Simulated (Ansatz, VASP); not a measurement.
# Two plane-wave programs on TePb

Contents of INCAR:

```
SYSTEM = TePb
ALGO     = Normal         ! electronic algorithm
EDIFF    = 1E-6           ! SCF threshold, eV
ENCUT    = 500            ! plane-wave cutoff, eV
GGA      = CA             ! functional
GGA_COMPAT= .False.      
ISIF     = 2              ! what is computed and relaxed
ISMEAR   = 0              ! smearing method
LASPH    = .True.         ! aspherical terms in the spheres
LCHARG   = .True.         ! write CHGCAR
LELF     = .True.         ! ELF
LREAL    = .False.        ! projectors in reciprocal space
LVHAR    = .True.       
LWAVE    = .False.        ! write WAVECAR
NBANDS   = 17             ! bands
NELM     = 120            ! most SCF steps
PREC     = Accurate       ! precision mode
SIGMA    = 0.02           ! smearing width, eV
```

The input KPOINTS:

```
k-points
0
Gamma
  10 10 10
  0 0 0
```

POSCAR

```
TePb
1.0
    0.0000000000      3.1897089228      3.1897089228
    3.1897089228      0.0000000000      3.1897089228
    3.1897089228      3.1897089228      0.0000000000
Te Pb
1 1
Direct
    0.0000000000      0.0000000000      0.0000000000
    0.5000000000      0.5000000000      0.5000000000
```

Input for Ansatz:

```yaml
crystal:
  lattice:
    - [0.0, 3.1897089228, 3.1897089228]
    - [3.1897089228, 0.0, 3.1897089228]
    - [3.1897089228, 3.1897089228, 0.0]
  atoms:
    - { symbol: Te, position: [0.0, 0.0, 0.0] }
    - { symbol: Pb, position: [0.5, 0.5, 0.5] }
basis:
  ecutwfc: 420
kpoints:
  mp_grid: { grid: [10, 10, 10] }
  band_path:
    path:
      - [[0.0, 0.0, 0.0], [0.5, 0.0, 0.5], [0.625, 0.25, 0.625]]
      - [[0.375, 0.375, 0.75], [0.0, 0.0, 0.0], [0.5, 0.5, 0.5], [0.5, 0.25, 0.75], [0.5, 0.0, 0.5]]
    npoints: 10
hamiltonian:
  xc: lda
  pseudopotentials: { kind: paw }
scf:
  occupations: { method: gaussian, width: 0.02 }
  n_extra_bands: 7
output:
  forces: true
  stress: true
  eigenvalues: true
```

Alike in both runs: task single point; functional LDA; k mesh 10 × 10 × 10; occupations gaussian, width 0.02 eV; no spin polarisation.

```csv
,VASP,Ansatz
version,VASP 6.6.1,Ansatz 0.2.0
potentials or method,"VASP PAW LDA potentials, release 64 (Te, Pb_d), cutoff 500 eV","scalar-relativistic, plane waves, PAW"
valence electrons in the cell,20,30
```

Ansatz gave:

- gap on the k mesh at the Fermi level (eV): 0.57
- least direct gap on the mesh (eV): 0.57
- pressure (GPa): 0.0

Question: Estimate VASP's values.

Answer: gap on the k mesh at the Fermi level (eV): 0.55; least direct gap on the mesh (eV): 0.55; pressure (GPa): 0.1.

LDA's correlation is that of Perdew and Zunger in VASP and of Perdew and Wang (1992) in Ansatz. VASP's potentials hold 20 valence electrons a cell and Ansatz's 30, so a difference there can come from the potentials and not from the codes.

Spin-orbit coupling is off throughout.
